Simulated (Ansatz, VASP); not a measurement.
**One calculation of SnSe2, two programs**

```xyz
3
Lattice="3.5518 0.0000 0.0000 -1.7759 3.0759 0.0000 0.0000 0.0000 6.2757" Properties=species:S:1:pos:R:3 pbc="T T T"
Sn    0.0000    0.0000    0.0000
Se    0.0000    2.0506    1.6639
Se    1.7759    1.0253    4.6118
```

Alike in both runs: task single point; functional PBE; dispersion D3(BJ); k mesh 12 × 12 × 6; occupations gaussian, width 0.03 eV; no spin polarisation.

|  | VASP | Ansatz |
| --- | --- | --- |
| version | VASP 6.6.1 | Ansatz 0.2.0 |
| potentials or method | VASP PAW PBE potentials, release 64 (Sn_d, Se), cutoff 500 eV | scalar-relativistic, plane waves, PAW |
| valence electrons in the cell | 26 | 46 |

|  | VASP | Ansatz | Ansatz less VASP |
| --- | --- | --- | --- |
| gap on the k mesh at the Fermi level (eV) | 0.05 | 0.05 | +0.003 |
| least direct gap on the mesh (eV) | 1.00 | 1.00 | +0.003 |
| pressure (GPa) | 9.9 | 9.7 | -0.13 |
| traceless stress, the component that is largest in VASP (GPa) | -7.16 | -7.20 | -0.041 |
| rms of the force components (eV/Å) | 0.135 | 0.124 | -0.0108 |

Atom by atom the forces differ by 0.011 eV/Å (rms over components). VASP's potentials hold 26 valence electrons a cell and Ansatz's 46, so a difference there can come from the potentials and not from the codes.
